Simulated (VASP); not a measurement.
# CuO2 (Cmcm) in VASP: a series of runs, part 2 of 2

VASP 6.6.1.

### Step 4. Single point, PBEsol

INCAR reads:

```
ALGO     = Normal         # electronic algorithm
EDIFF    = 1E-7           # SCF threshold, eV
ENCUT    = 520            # plane-wave cutoff, eV
GGA      = PS             # functional
ISIF     = 2              # what is computed and relaxed
ISMEAR   = -1             # smearing method
LASPH    = True           # aspherical terms in the spheres
LCHARG   = True           # write CHGCAR
LELF     = True           # ELF
LREAL    = False          # projectors in reciprocal space
LVHAR    = True         
LWAVE    = False          # write WAVECAR
NBANDS   = 32             # bands
NELM     = 60             # most SCF steps
PREC     = Accurate       # precision mode
SIGMA    = 0.1            # smearing width, eV
```

KPOINTS reads:

```
k-points
0
Gamma
  11 11 7
```

POSCAR reads:

```
CuO2
1.0
    1.4126150000     -5.2107470000      0.0000000000
    1.4126150000      5.2107470000      0.0000000000
    0.0000000000      0.0000000000      4.3434240000
Cu O
2 4
Direct
    0.1672530000      0.8327470000      0.7500000000
    0.8327470000      0.1672530000      0.2500000000
    0.7889700000      0.2110300000      0.7500000000
    0.2110300000      0.7889700000      0.2500000000
    0.5514860000      0.4485140000      0.7500000000
    0.4485140000      0.5514860000      0.2500000000
```

The run is started by

```sh
cat potpaw_PBE.64/Cu/POTCAR potpaw_PBE.64/O/POTCAR > POTCAR
mpirun -np 1 vasp_std > vasp.out
```

It took 4.8 min on 1 thread of AMD EPYC 9R45 (Zen 5), shared host; peak memory 0.34 GiB.

Results (log left out):

| Property | Result |
| --- | --- |
| Free energy | -29.7792 eV |
| Pressure | -7.7 GPa |
| Largest force | 0.451 eV/Å |
| Band gap on the k mesh | zero (band 23 reaches 2.60 eV, above the bottom of band 24 at 2.21 eV) |

Forces in eV/Å, atoms in the order of the input:
```
Cu   0.000 -0.016  0.000
Cu   0.000  0.016  0.000
O    0.000  0.451  0.000
O    0.000 -0.451  0.000
O    0.000 -0.232  0.000
O    0.000  0.232  0.000
```

Stress tensor (GPa, compression positive):
```
-8.74  0.00  0.00
 0.00 -7.44  0.00
 0.00  0.00 -6.85
```

Levels at points of the mesh, in eV from the Fermi level:
| k point | band 19 | band 20 | band 21 | band 22 | band 23 | band 24 | band 25 | band 26 | band 27 | band 28 |
| --- | --- | --- | --- | --- | --- | --- | --- | --- | --- | --- |
| (0.00, 0.00, 0.00) | -1.40 | -1.30 | -1.07 | -1.05 | -0.58 | -0.07 | 0.99 | 1.27 | 5.93 | 10.24 |

Caveat: the PAW data sets were made with another functional, which shifts forces and pressure a little; semilocal functionals often make such compounds metallic where correlation or magnetic order opens a gap, which also shifts bond lengths. With open d or f shells a metallic result of PBEsol can be an artefact of self-interaction; +U or a hybrid may open a gap.

### Step 5. Single point, LDA

This run uses another cell than the first one, of 8.77 Å³/atom, 0.823 times its volume.

INCAR reads:

```
  ALGO = Normal
  EDIFF = 1E-6
  ENCUT = 520
  ISIF = 2
  ISMEAR = -1
  LASPH = T
  LCHARG = F
  LREAL = F
  LWAVE = F
  NBANDS = 32
  NELM = 80
  PREC = Accurate
  SIGMA = 0.05
```

KPOINTS reads:

```
k-points
0
Gamma
  10 10 6
```

POSCAR reads:

```
CuO2
1.0
    1.4571073837     -4.8801473517      0.0000000000
    1.4571073837      4.8801473517      0.0000000000
    0.0000000000      0.0000000000      3.6985851758
Cu O
2 4
Direct
    0.1562322182      0.8437677818      0.7500000000
    0.8437677818      0.1562322182      0.2500000000
    0.7940831087      0.2059168913      0.7500000000
    0.2059168913      0.7940831087      0.2500000000
    0.5280679474      0.4719320526      0.7500000000
    0.4719320526      0.5280679474      0.2500000000
```

Potentials or basis: VASP PAW LDA potentials, release 64 (Cu, O).

The run is started by

```sh
cat potpaw_LDA.64/Cu/POTCAR potpaw_LDA.64/O/POTCAR > POTCAR
mpirun -np 1 vasp_std > vasp.out
```

OUTCAR:

```text
EDIFF = 1E-6
   ENCUT = 520
   ISIF = 2
   ISMEAR = -1
   LASPH = T
   LREAL = F
   NELM = 80
   PREC = Accurate

 ion  position               nearest neighbor table
   1  0.156  0.844  0.750-   4 1.91   4 1.91   5 1.92   5 1.92   3 1.98   3 1.98
   2  0.844  0.156  0.250-   3 1.91   3 1.91   6 1.92   6 1.92   4 1.98   4 1.98
   3  0.794  0.206  0.750-   2 1.91   2 1.91   1 1.98   1 1.98
   4  0.206  0.794  0.250-   1 1.91   1 1.91   2 1.98   2 1.98
   5  0.528  0.472  0.750-   1 1.92   1 1.92   6 1.93   6 1.93
   6  0.472  0.528  0.250-   2 1.92   2 1.92   5 1.93   5 1.93

  LATTYP: Found a base centered orthorhombic cell.
 ALAT       =     2.9142147674
 B/A-ratio  =     3.3492022663
 C/A-ratio  =     1.2691532612

  Lattice vectors:

 A1 = (   1.4571073837,  -4.8801473517,   0.0000000000)
 A2 = (   1.4571073837,   4.8801473517,   0.0000000000)
 A3 = (   0.0000000000,   0.0000000000,   3.6985851758)

Analysis of symmetry for initial positions (statically):
=====================================================================
 Subroutine PRICEL returns:
 Original cell was already a primitive cell.

 Routine SETGRP: Setting up the symmetry group for a
 base centered orthorhombic supercell.

[... 175 lines left out ...]

 E-fermi :   4.9800     XC(G=0): -12.7954

 val. band max:        4.9767880283   @ k =  -0.4000   0.3000   0.0000
 cond. band min:       4.9835375217   @ k =   0.5000   0.4000   0.1667
 fundamental gap:      0.0067494934
 Fermi energy:         4.9799746445

 k-point     1 :       0.0000    0.0000    0.0000
  band No.  band energies     occupation
      1     -15.4931      2.00000
      2     -13.8384      2.00000
      3     -12.4939      2.00000
      4     -11.1622      2.00000
      5      -2.2795      2.00000
      6      -1.9956      2.00000
[... 829 lines left out ...]
     31      17.7910      0.00000
     32      18.8243      0.00000

 [... further k-points ...]
[... 5 lines left out ...]
  --------------------------------------------------------------------------------------
  -------------------------------------------------------------------------------------
  Total        0.4643592      0.3233751      0.1868077      0.0000000     -0.0000000      0.0000000
  in kB       14.1440750      9.8497925      5.6900377      0.0000000     -0.0000000      0.0000000
  external PRESSURE =       9.8946351 kB  Pullay stress =       0.0000000 kB

 VOLUME and BASIS-vectors are now :
 -----------------------------------------------------------------------------
  energy-cutoff  :      520.00
  volume of cell :       52.60
      direct lattice vectors                 reciprocal lattice vectors
     1.457107384 -4.880147352  0.000000000     0.343145609 -0.102455923  0.000000000
     1.457107384  4.880147352  0.000000000     0.343145609  0.102455923  0.000000000
     0.000000000  0.000000000  3.698585176     0.000000000  0.000000000  0.270373657

 POSITION                                       TOTAL-FORCE (eV/Angst)
 -----------------------------------------------------------------------------------
      1.45711      3.35527      2.77394         0.000000     -0.022052     -0.000000
      1.45711     -3.35527      0.92465         0.000000      0.022052     -0.000000
      1.45711     -2.87034      2.77394         0.000000     -0.024691     -0.000000
      1.45711      2.87034      0.92465         0.000000      0.024691      0.000000
      1.45711     -0.27395      2.77394         0.000000      0.104105      0.000000
      1.45711      0.27395      0.92465         0.000000     -0.104105      0.000000
 -----------------------------------------------------------------------------------
    total drift:                               -0.000000     -0.000000      0.000000

  FREE ENERGIE OF THE ION-ELECTRON SYSTEM (eV)
  ---------------------------------------------------
  free  energy   TOTEN  =       -32.7710099895 eV

  energy  without entropy=      -32.7281265971  energy(sigma->0) =      -32.74956829
```

OSZICAR:

```text
N       E                     dE             d eps       ncg     rms          rms(c)
DAV:   1     0.461118985772E+03    0.46112E+03   -0.22477E+04  8728   0.221E+03
DAV:   2     0.154860349298E+02   -0.44563E+03   -0.40695E+03  8504   0.469E+02
[... 11 lines left out ...]
DAV:  14    -0.327713436846E+02   -0.25668E-04   -0.81906E-03 12592   0.164E+00    0.144E-01
DAV:  15    -0.327711579444E+02    0.18574E-03   -0.73311E-04 12360   0.531E-01    0.112E-01
DAV:  16    -0.327710061057E+02    0.15184E-03   -0.36604E-04 12928   0.531E-01    0.117E-02
DAV:  17    -0.327710111767E+02   -0.50710E-05   -0.89025E-05  8792   0.670E-02    0.973E-03
DAV:  18    -0.327710100763E+02    0.11004E-05   -0.11249E-06  5688   0.273E-02    0.402E-03
DAV:  19    -0.327710099895E+02    0.86812E-07   -0.15138E-06  5368   0.172E-02
   1 F= -.32771010E+02 E0= -.32749568E+02  d E =-.428834E-01
```

Wall time 2.8 min (1 thread of Intel Xeon 6975P-C (Granite Rapids), shared host); peak memory 0.28 GiB.

Results:

* Free energy: -32.7710 eV
* Pressure: 1.0 GPa
* Largest force: 0.104 eV/Å
* Band gap on the k mesh: zero (band 23 reaches 5.43 eV, above the bottom of band 24 at 4.53 eV)

Forces in eV/Å, atoms in the order of the input:
```
Cu   0.000 -0.022  0.000
Cu   0.000  0.022  0.000
O    0.000 -0.025  0.000
O    0.000  0.025  0.000
O    0.000  0.104  0.000
O    0.000 -0.104  0.000
```

Stress tensor (GPa, compression positive):
```
1.41 0.00 0.00
0.00 0.98 0.00
0.00 0.00 0.57
```

Caveat: semilocal functionals often make such compounds metallic where correlation or magnetic order opens a gap, which also shifts bond lengths.

### Step 6. The runs side by side

```tsv
level	potentials or basis	cell	k mesh	smearing	gap on the mesh (eV)	pressure (GPa)	largest force (eV/Å)
PBEsol	VASP PAW PBE potentials, release 64 (Cu, O)	a = 5.399, b = 5.399, c = 4.343 Å, angles 90.0, 90.0, 149.7°, 6 atoms	7 × 7 × 5	fermi-dirac 0.1 eV	none	-7.5	0.46
PBEsol	VASP PAW PBE potentials, release 64 (Cu, O)	a = 5.399, b = 5.399, c = 4.343 Å, angles 90.0, 90.0, 149.7°, 6 atoms	9 × 9 × 6	fermi-dirac 0.1 eV	none	-7.6	0.44
PBEsol	VASP PAW PBE potentials, release 64 (Cu, O)	a = 5.399, b = 5.399, c = 4.343 Å, angles 90.0, 90.0, 149.7°, 6 atoms	11 × 11 × 7	fermi-dirac 0.1 eV	none	-7.7	0.45
LDA	VASP PAW LDA potentials, release 64 (Cu, O)	a = 5.093, b = 5.093, c = 3.699 Å, angles 90.0, 90.0, 146.8°, 6 atoms	10 × 10 × 6	fermi-dirac 0.05 eV	none	1.0	0.10
```

Alike in all rows: task single point; no spin polarisation; cutoff (eV) 520.

Caveats: semilocal functionals often make such compounds metallic where correlation or magnetic order opens a gap, which also shifts bond lengths; the PAW data sets were made with another functional, which shifts forces and pressure a little (some runs).

Absolute energies hang on the potentials; compare differences alone.
